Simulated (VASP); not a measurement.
Set up this calculation in VASP 6.6.1, as the native input.

```
Task                   : single point
Functional             : PBEsol
Potentials or basis    : VASP PAW PBE potentials, release 64 (Al, Ni)
Cutoff                 : 600 eV
k mesh                 : 20 × 20 × 20
Occupations            : gaussian, width 0.15 eV
Spin                   : no spin polarisation
Dipole correction      : no
Further INCAR settings : ALGO = Normal; EDIFF = 1e-06; NBANDS = 14
```

The structure of AlNi lies in POSCAR:

```
AlNi
1.0
    3.0052738296      0.0000000000      0.0000000000
    0.0000000000      3.0052738296      0.0000000000
    0.0000000000      0.0000000000      2.7906114132
Al Ni
1 1
Direct
    0.0000000000      0.0000000000      0.0000000000
    0.5000000000      0.5000000000      0.5000000000
```

This cell differs from its parent crystal: strain +0.050 along x and y, -0.025 along z.

One way to write it, as run:

INCAR

```
SYSTEM = AlNi
PREC = Accurate
ENCUT = 600
EDIFF = 1E-6
ISMEAR = 0
SIGMA = 0.15
LREAL = .False.
LASPH = .True.
NELM = 120
ALGO = Normal
ISIF = 2
LWAVE = .False.
LCHARG = .True.
GGA = PS
LELF = .True.
LVHAR = .True.
NBANDS = 14
GGA_COMPAT = .False.
```

KPOINTS

```
regular mesh
0
Gamma
  20 20 20
  0 0 0
```

Potentials or basis: VASP PAW PBE potentials, release 64 (Al, Ni).

Run with:

```bash
$ cat potpaw_PBE.64/Al/POTCAR potpaw_PBE.64/Ni/POTCAR > POTCAR
$ mpirun -np 1 vasp_std > vasp.out
```

It gave:

| Property | Result |
| --- | --- |
| Pressure | -10.2 GPa |
| Band gap on the k mesh | zero (an odd number of electrons rules out a gap without spin polarisation) |

Caveat: the cell differs from its parent crystal (strain +0.050 along x and y, -0.025 along z); the cell stands under tension; the PAW data sets were made with another functional, which shifts forces and pressure a little.

Wall time 2.1 min on 1 thread of Intel(R) Xeon(R) 6975P-C (Granite Rapids) (shared host), peak memory 0.41 GiB.
